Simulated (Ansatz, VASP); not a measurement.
# One calculation of Al2O3, two programs

Contents of INCAR:

```
SYSTEM = Al2O3
ALGO = Normal
EDIFF = 1E-6
ENCUT = 520
ISIF = 2
ISMEAR = 0
LASPH = .True.
LCHARG = .False.
LREAL = .False.
LWAVE = .False.
NBANDS = 35
NELM = 80
PREC = Accurate
SIGMA = 0.05
```

KPOINTS

```
k-points
0
Gamma
  6 4 8
  0 0 0
```

The input POSCAR:

```
Al2O3
1.0
    4.4088822837      0.0000000000      0.0000000000
    0.0000000000      9.1901962919      0.0000000000
    0.0000000000      0.0000000000      3.2125549357
Al O
4 6
Direct
    0.4138788494      0.3309999366      0.5000000000
    0.5861211506      0.6690000634      0.5000000000
    0.9138788494      0.1690000634      0.0000000000
    0.0861211506      0.8309999366      0.0000000000
    0.7315554251      0.2226862107      0.5000000000
    0.0000000000      0.0000000000      0.0000000000
    0.7684445749      0.7226862107      0.0000000000
    0.2315554251      0.2773137893      0.0000000000
    0.2684445749      0.7773137893      0.5000000000
    0.5000000000      0.5000000000      0.5000000000
```

Input for Ansatz:

```yaml
crystal:
  lattice:
    - [4.4088822837, 0.0, 0.0]
    - [0.0, 9.1901962919, 0.0]
    - [0.0, 0.0, 3.2125549357]
  atoms:
    - { symbol: Al, position: [0.4138788494, 0.3309999366, 0.5] }
    - { symbol: Al, position: [0.5861211506, 0.6690000634, 0.5] }
    - { symbol: Al, position: [0.9138788494, 0.1690000634, 0.0] }
    - { symbol: Al, position: [0.0861211506, 0.8309999366, 0.0] }
    - { symbol: O, position: [0.7315554251, 0.2226862107, 0.5] }
    - { symbol: O, position: [0.0, 0.0, 0.0] }
    - { symbol: O, position: [0.7684445749, 0.7226862107, 0.0] }
    - { symbol: O, position: [0.2315554251, 0.2773137893, 0.0] }
    - { symbol: O, position: [0.2684445749, 0.7773137893, 0.5] }
    - { symbol: O, position: [0.5, 0.5, 0.5] }
basis:
  ecutwfc: 420
kpoints:
  mp_grid: { grid: [6, 4, 8] }
hamiltonian:
  xc: lda
scf:
  occupations: { method: gaussian, width: 0.05 }
output:
  forces: true
  stress: true
  eigenvalues: true
```

Change from the starting cell: strain -0.040 along x and y, +0.080 along z, atoms carried along.

Alike in both runs: task single point; functional LDA; k mesh 6 × 4 × 8; occupations gaussian, width 0.05 eV; no spin polarisation.

|  | VASP | Ansatz |
| --- | --- | --- |
| version | VASP 6.6.1 | Ansatz 0.2.0 |
| potentials or method | VASP PAW LDA potentials, release 64 (Al, O), cutoff 520 eV | scalar-relativistic, plane waves, PAW |
| valence electrons in the cell | 48 | 48 |

```csv
,VASP,Ansatz,Ansatz less VASP
gap on the k mesh at the Fermi level (eV),3.77,3.78,+0.012
least direct gap on the mesh (eV),3.77,3.78,+0.012
pressure (GPa),4.6,3.5,-1.03
"traceless stress, the component that is largest in VASP (GPa)",-22.54,-21.72,+0.819
rms of the force components (eV/Å),1.193,1.124,-0.0688
```

LDA's correlation is that of Perdew and Zunger in VASP and of Perdew and Wang (1992) in Ansatz. Atom by atom the forces differ by 0.070 eV/Å (rms over components).
